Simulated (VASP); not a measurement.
Set up this calculation in VASP 6.6.1, as the native input.

- Task: single point
- Functional: PBE
- Dispersion: D4
- Potentials or basis: VASP PAW PBE potentials, release 64 (Ga_d, P)
- Cutoff: 520 eV
- k mesh: 8 × 8 × 8
- Occupations: fermi-dirac, width 0.05 eV
- Spin: no spin polarisation
- Dipole correction: no
- Further INCAR settings: ALGO = Normal; EDIFF = 1e-06; NBANDS = 16

The structure of GaP lies in POSCAR:

```
GaP
1.0
    0.0000000000      2.7432985392      2.7432985392
    2.7432985392      0.0000000000      2.7432985392
    2.7432985392      2.7432985392      0.0000000000
Ga P
1 1
Direct
    0.0000000000      0.0000000000      0.0000000000
    0.7500000000      0.7500000000      0.7500000000
```

The input as run:

INCAR

```
SYSTEM = GaP
PREC = Accurate
ENCUT = 520
EDIFF = 1E-6
ISMEAR = -1
SIGMA = 0.05
LREAL = .False.
LASPH = .True.
NELM = 80
ALGO = Normal
ISIF = 2
LWAVE = .False.
LCHARG = .True.
GGA = PE
IVDW = 13
LELF = .True.
LVHAR = .True.
NBANDS = 16
```

KPOINTS

```
Automatic mesh
0
Gamma
  8 8 8
  0 0 0
```

Potentials or basis: VASP PAW PBE potentials, release 64 (Ga_d, P).

The run is started by

```bash
$ cat potpaw_PBE.64/Ga_d/POTCAR potpaw_PBE.64/P/POTCAR > POTCAR
$ mpirun -np 1 vasp_std > vasp.out
```

Results of the run:

```
Pressure                   : -2.4 GPa
Band gap on the k mesh     : 1.61 eV, indirect (least direct gap 1.66 eV)
Dispersion energy per atom : -0.405 eV
```

Wall time 36 s on 1 thread of Intel Xeon 8259CL, with other jobs on the host, peak memory 0.17 GiB.
